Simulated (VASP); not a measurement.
# AlO2 (P4_2/nnm) in VASP: further runs, part 3 of 3

VASP 6.6.1.

### 5 Single point, PBE, collinear spin, ferromagnetic start

INCAR reads:

```
SYSTEM = AlO2
PREC = Accurate
ENCUT = 520
EDIFF = 1E-6
ISMEAR = 0
SIGMA = 0.1
LREAL = .False.
LASPH = .True.
NELM = 150
ALGO = Normal
ISIF = 2
LWAVE = .False.
LCHARG = .False.
ISPIN = 2
MAGMOM = 0 0 1 1 1 1
LORBIT = 11
GGA = PE
NBANDS = 28
```

KPOINTS reads:

```
regular mesh
0
Gamma
  4 4 6
  0 0 0
```

POSCAR reads:

```
AlO2
1.0
    4.3385402732      0.0000000000      0.0000000000
    0.0000000000      4.3385402732      0.0000000000
    0.0000000000      0.0000000000      3.5260213100
Al O
2 4
Direct
    0.0000000000      0.0000000000      0.5000000000
    0.5000000000      0.5000000000      0.0000000000
    0.7500000000      0.2500000000      0.2500000000
    0.2500000000      0.7500000000      0.2500000000
    0.2500000000      0.2500000000      0.7500000000
    0.7500000000      0.7500000000      0.7500000000
```

Potentials or basis: VASP PAW PBE potentials, release 64 (Al, O).

Run with:

```console
> cat potpaw_PBE.64/Al/POTCAR potpaw_PBE.64/O/POTCAR > POTCAR
> mpirun -np 1 vasp_std > vasp.out
```

OUTCAR:

```text
SYSTEM = AlO2
   PREC = Accurate
   ENCUT = 520
   EDIFF = 1E-6
   ISMEAR = 0
   LREAL = .False.
   LASPH = .True.
   NELM = 150
   ISIF = 2
   ISPIN = 2
   LORBIT = 11
   GGA = PE

 ion  position               nearest neighbor table
   1  0.000  0.000  0.500-   3 1.77   4 1.77   5 1.77   6 1.77
   2  0.500  0.500  0.000-   3 1.77   4 1.77   5 1.77   6 1.77
   3  0.750  0.250  0.250-   1 1.77   2 1.77
   4  0.250  0.750  0.250-   1 1.77   2 1.77
   5  0.250  0.250  0.750-   1 1.77   2 1.77
   6  0.750  0.750  0.750-   1 1.77   2 1.77

  LATTYP: Found a simple tetragonal cell.
 ALAT       =     4.3385402732
 C/A-ratio  =     0.8127206590

  Lattice vectors:

 A1 = (   4.3385402732,   0.0000000000,   0.0000000000)
 A2 = (   0.0000000000,   4.3385402732,   0.0000000000)
 A3 = (   0.0000000000,   0.0000000000,   3.5260213100)

Analysis of symmetry for initial positions (statically):
=====================================================================
 Subroutine PRICEL returns:
 Original cell was already a primitive cell.

 Routine SETGRP: Setting up the symmetry group for a
 simple tetragonal supercell.

 Subroutine GETGRP returns: Found 16 space group operations
 (whereof  8 operations were pure point group operations)
 out of a pool of 16 trial point group operations.

The static configuration has the point symmetry D_2d.
 The point group associated with its full space group is D_4h.

Analysis of symmetry for dynamics (positions and initial velocities):
=====================================================================
 Subroutine PRICEL returns:
 Original cell was already a primitive cell.

 Routine SETGRP: Setting up the symmetry group for a
 simple tetragonal supercell.

 Subroutine GETGRP returns: Found 16 space group operations
 (whereof  8 operations were pure point group operations)
 out of a pool of 16 trial point group operations.

The dynamic configuration has the point symmetry D_2d.
[... 175 lines left out ...]
 Fermi energy:         2.6459703875

 spin component 1

 k-point     1 :       0.0000    0.0000    0.0000
  band No.  band energies     occupation
      1     -15.9160      1.00000
      2     -14.3985      1.00000
      3     -14.3985      1.00000
      4     -13.9005      1.00000
      5      -3.9426      1.00000
      6      -1.2873      1.00000
[... 709 lines left out ...]
     26      16.9637      0.00000
     27      17.4880      0.00000
 Fermi energy:         2.6459703875

 spin component 2

 k-point     1 :       0.0000    0.0000    0.0000
  band No.  band energies     occupation
      1     -15.2485      1.00000
      2     -13.6294      1.00000
      3     -13.6294      1.00000
      4     -13.1012      1.00000
      5      -3.7253      1.00000
      6      -0.9188      1.00000
[... 709 lines left out ...]
     26      17.0038      0.00000
     27      17.5352      0.00000
 [bands above 27 left out]

------------------------ aborting loop because EDIFF is reached ----------------------------------------

  FORCE on cell =-STRESS in cart. coord.  units (eV):
  Direction    XX          YY          ZZ          XY          YZ          ZX
  --------------------------------------------------------------------------------------
  -------------------------------------------------------------------------------------
  Total        0.1980947      0.1980947      0.1178508      0.0000000      0.0000000      0.0000000
  in kB        4.7820182      4.7820182      2.8449245      0.0000000      0.0000000      0.0000000
  external PRESSURE =       4.1363203 kB  Pullay stress =       0.0000000 kB

 VOLUME and BASIS-vectors are now :
 -----------------------------------------------------------------------------
  energy-cutoff  :      520.00
  volume of cell :       66.37
      direct lattice vectors                 reciprocal lattice vectors
     4.338540273  0.000000000  0.000000000     0.230492271  0.000000000  0.000000000
     0.000000000  4.338540273  0.000000000     0.000000000  0.230492271  0.000000000
     0.000000000  0.000000000  3.526021310     0.000000000  0.000000000  0.283605773

 POSITION                                       TOTAL-FORCE (eV/Angst)
 -----------------------------------------------------------------------------------
      0.00000      0.00000      1.76301        -0.000000      0.000000     -0.000000
      2.16927      2.16927      0.00000        -0.000000      0.000000     -0.000000
      3.25391      1.08464      0.88151        -0.000000     -0.000000      0.000000
      1.08464      3.25391      0.88151         0.000000      0.000000     -0.000000
      1.08464      1.08464      2.64452         0.000000     -0.000000     -0.000000
      3.25391      3.25391      2.64452        -0.000000      0.000000      0.000000
 -----------------------------------------------------------------------------------
    total drift:                                0.000000     -0.000000     -0.000000

  FREE ENERGIE OF THE ION-ELECTRON SYSTEM (eV)
  ---------------------------------------------------
  free  energy   TOTEN  =       -38.9686472708 eV

  energy  without entropy=      -38.9434586297  energy(sigma->0) =      -38.95605295

 total charge

# of ion       s       p       d       tot
------------------------------------------
    1        0.330   0.429   0.000   0.759
    2        0.330   0.429   0.000   0.759
    3        1.567   3.465   0.000   5.032
    4        1.567   3.465   0.000   5.032
    5        1.567   3.465   0.000   5.032
    6        1.567   3.465   0.000   5.032
--------------------------------------------------
tot          6.930  14.718   0.000  21.648

 magnetization (x)

# of ion       s       p       d       tot
------------------------------------------
    1       -0.006  -0.008   0.000  -0.014
    2       -0.006  -0.008   0.000  -0.014
    3        0.006   0.421   0.000   0.427
    4        0.006   0.421   0.000   0.427
    5        0.006   0.421   0.000   0.427
    6        0.006   0.421   0.000   0.427
--------------------------------------------------
tot          0.012   1.668   0.000   1.680
```

OSZICAR:

```text
N       E                     dE             d eps       ncg     rms          rms(c)
DAV:   1     0.122595130946E+03    0.12260E+03   -0.15516E+04  2688   0.996E+02
DAV:   2    -0.343594566430E+02   -0.15695E+03   -0.15067E+03  3348   0.231E+02
DAV:   3    -0.421071245432E+02   -0.77477E+01   -0.76832E+01  3200   0.486E+01
DAV:   4    -0.421619869339E+02   -0.54862E-01   -0.54852E-01  3088   0.475E+00
DAV:   5    -0.421626279855E+02   -0.64105E-03   -0.64105E-03  3084   0.503E-01    0.130E+01
DAV:   6    -0.389235664693E+02    0.32391E+01   -0.86071E+00  2896   0.179E+01    0.452E+00
DAV:   7    -0.389407614752E+02   -0.17195E-01   -0.32953E-01  2912   0.330E+00    0.244E+00
DAV:   8    -0.389450461665E+02   -0.42847E-02   -0.54892E-02  2972   0.172E+00    0.103E+00
DAV:   9    -0.389646965043E+02   -0.19650E-01   -0.16921E-02  2864   0.978E-01    0.408E-01
DAV:  10    -0.389674346073E+02   -0.27381E-02   -0.22132E-03  2972   0.323E-01    0.246E-01
DAV:  11    -0.389685246428E+02   -0.10900E-02   -0.11922E-03  2940   0.127E-01    0.114E-01
DAV:  12    -0.389686179262E+02   -0.93283E-04   -0.13917E-04  3020   0.578E-02    0.972E-02
DAV:  13    -0.389686036775E+02    0.14249E-04   -0.54524E-05  2988   0.495E-02    0.562E-02
DAV:  14    -0.389686412574E+02   -0.37580E-04   -0.46777E-05  2844   0.432E-02    0.181E-02
DAV:  15    -0.389686465872E+02   -0.53298E-05   -0.60637E-06  2868   0.175E-02    0.483E-03
DAV:  16    -0.389686472708E+02   -0.68359E-06   -0.69535E-07  2052   0.628E-03
   1 F= -.38968647E+02 E0= -.38956053E+02  d E =-.251886E-01  mag=     2.0000
```

stdout:

```text
POSCAR found type information on POSCAR AlO
 POSCAR found :  2 types and       6 ions
 scaLAPACK will be used
 LDA part: xc-table for (Slater+PW92), standard interpolation
 POSCAR, INCAR and KPOINTS ok, starting setup
 FFT: planning ... GRIDC
 FFT: planning ... GRID_SOFT
 FFT: planning ... GRID
 WAVECAR not read
 entering main loop
```

Run time: 2 min. Hardware: 1 thread of AMD EPYC 7R13 (Zen 3), shared host; peak memory 0.18 GiB.

Results:

* Free energy: -38.9686 eV
* Pressure: 0.4 GPa
* Band gap on the k mesh: zero (filled and empty bands overlap)
* Net moment: 2.00 μB per cell
* Site moments: Al -0.01; O +0.43 μB
* Valence electrons inside the program's atomic spheres: Al 0.76; O 5.03

Levels at points of the mesh, in eV from the Fermi level:
Spin up:
| k point | band 14 | band 15 | band 16 | band 17 | band 18 | band 19 |
| --- | --- | --- | --- | --- | --- | --- |
| (0.00, 0.00, 0.00) | -0.80 | -0.64 | -0.60 | 5.08 | 7.56 | 7.83 |
| (0.50, 0.00, 0.00) | -1.16 | -0.84 | -0.84 | 7.68 | 7.68 | 9.17 |
| (0.50, 0.50, 0.00) | -1.43 | -1.15 | -1.15 | 9.13 | 9.13 | 9.96 |
| (0.00, 0.00, 0.50) | -1.95 | -1.33 | -1.33 | 8.38 | 8.38 | 10.59 |
| (0.50, 0.00, 0.50) | -1.12 | -0.70 | -0.70 | 9.97 | 9.97 | 10.07 |
| (0.50, 0.50, 0.50) | -0.63 | -0.39 | -0.39 | 8.32 | 8.55 | 11.47 |
Spin down:
```csv
k point,band 10,band 11,band 12,band 13,band 14,band 15,band 16,band 17,band 18,band 19
"(0.00, 0.00, 0.00)",-2.69,-0.59,-0.59,0.17,0.17,0.34,0.43,5.29,7.54,7.86
"(0.50, 0.00, 0.00)",-1.92,-1.71,-1.71,-0.24,-0.24,0.14,0.14,7.95,7.95,9.27
"(0.50, 0.50, 0.00)",-2.04,-1.26,-1.26,-0.54,-0.54,-0.13,-0.13,9.37,9.37,10.33
"(0.00, 0.00, 0.50)",-2.10,-1.57,-1.57,-1.17,-1.17,-0.35,-0.35,8.69,8.69,10.80
"(0.50, 0.00, 0.50)",-2.96,-1.61,-1.61,-0.18,-0.18,0.28,0.28,10.28,10.28,10.33
"(0.50, 0.50, 0.50)",-2.15,-1.76,-0.26,0.20,0.32,0.63,0.63,8.37,8.70,11.61
```

Caveat: the k points lie up to 0.36 Å⁻¹ apart.

### 6 Overview

```tsv
task	spin	cell	k mesh	cutoff (eV)	gap on the mesh (eV)	pressure (GPa)
single point	off	as given	4 × 4 × 4	520	none	-0.2
single point	off	as given	4 × 4 × 6	520	none	-0.1
relaxation of cell and atoms	off	relaxed	4 × 4 × 6	600	none	-0.4
single point	collinear, ferromagnetic start	as given	4 × 4 × 6	520	none	0.4
```

Alike in all rows: level PBE; potentials or basis VASP PAW PBE potentials, release 64 (Al, O); smearing gaussian 0.1 eV.

Caveats: all runs use coarse meshes; the relaxation stopped at its first step, so nothing moved (some runs).

Absolute energies hang on the potentials; compare differences alone.
